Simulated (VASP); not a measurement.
Runs of VASP 6.6.1 on Rh. The structure is that of space group P6_3/mmc (No. 194), or close to it. The cells are those of the table. 

| level | potentials or basis | cell | gap on the mesh (eV) | pressure (GPa) |
| --- | --- | --- | --- | --- |
| LDA | VASP PAW LDA potentials, release 64 (Rh_pv) | a = 2.713, b = 2.713, c = 4.399 Å, angles 90.0, 90.0, 120.0°, 2 atoms | none | (a) |
| PBE | VASP PAW PBE potentials, release 64 (Rh_pv) | a = 2.731, b = 2.731, c = 4.428 Å, angles 90.0, 90.0, 120.0°, 2 atoms | none | -2.3 |
| PBE | VASP PAW PBE potentials, release 64 (Rh_pv) | a = 2.713, b = 2.713, c = 4.399 Å, angles 90.0, 90.0, 120.0°, 2 atoms | none | (b) |
| PBEsol | VASP PAW PBE potentials, release 64 (Rh_pv) | a = 2.731, b = 2.731, c = 4.428 Å, angles 90.0, 90.0, 120.0°, 2 atoms | none | -13.7 |
| PBE | VASP PAW PBE potentials, release 64 (Rh_pv) | a = 2.767, b = 2.767, c = 4.487 Å, angles 90.0, 90.0, 120.0°, 2 atoms | none | -11.8 |

Alike in all rows: task single point; no spin polarisation; k mesh 11 × 11 × 6; cutoff (eV) 520; smearing fermi-dirac 0.05 eV.

Question: Fill in the values left out.

Answer: (a) -14.1; (b) 1.6.

Caveats: the PAW data sets were made with another functional, which shifts forces and pressure a little (some runs).

A k mesh can miss the band edges, and the runs leave out spin-orbit coupling on Rh.

A gap of «none» marks levels without a gap at the run's occupations.
